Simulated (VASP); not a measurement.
Here is a VASP 6.6.1 calculation.

INCAR

```
PREC = Accurate
ENCUT = 520
EDIFF = 1E-7
ISMEAR = -1
SIGMA = 0.1
LREAL = False
LASPH = True
NELM = 60
ALGO = Normal
ISIF = 2
LWAVE = False
LCHARG = False
GGA = RP
NBANDS = 10
```

KPOINTS

```
Automatic mesh
0
Gamma
  12 12 12
```

The input POSCAR:

```
Cs
1.0
   -3.2831262320      3.2831262320      3.2831262320
    3.2831262320     -3.2831262320      3.2831262320
    3.2831262320      3.2831262320     -3.2831262320
Cs
1
Direct
    0.0000000000      0.0000000000      0.0000000000
```

Potentials or basis: VASP PAW PBE potentials, release 64 (Cs_sv).

The run is started by

```bash
$ cat potpaw_PBE.64/Cs_sv/POTCAR > POTCAR
$ mpirun -np 1 vasp_std > vasp.out
```

**Question.** Estimate the pressure.

**Answer.** -0.1 GPa.

**Question.** Estimate the band gap on the k mesh.

**Answer.** Zero (an odd number of electrons rules out a gap without spin polarisation).

Caveat: the PAW data sets were made with another functional, which shifts forces and pressure a little; spin-orbit coupling is left out, which moves the levels of the heavy elements.
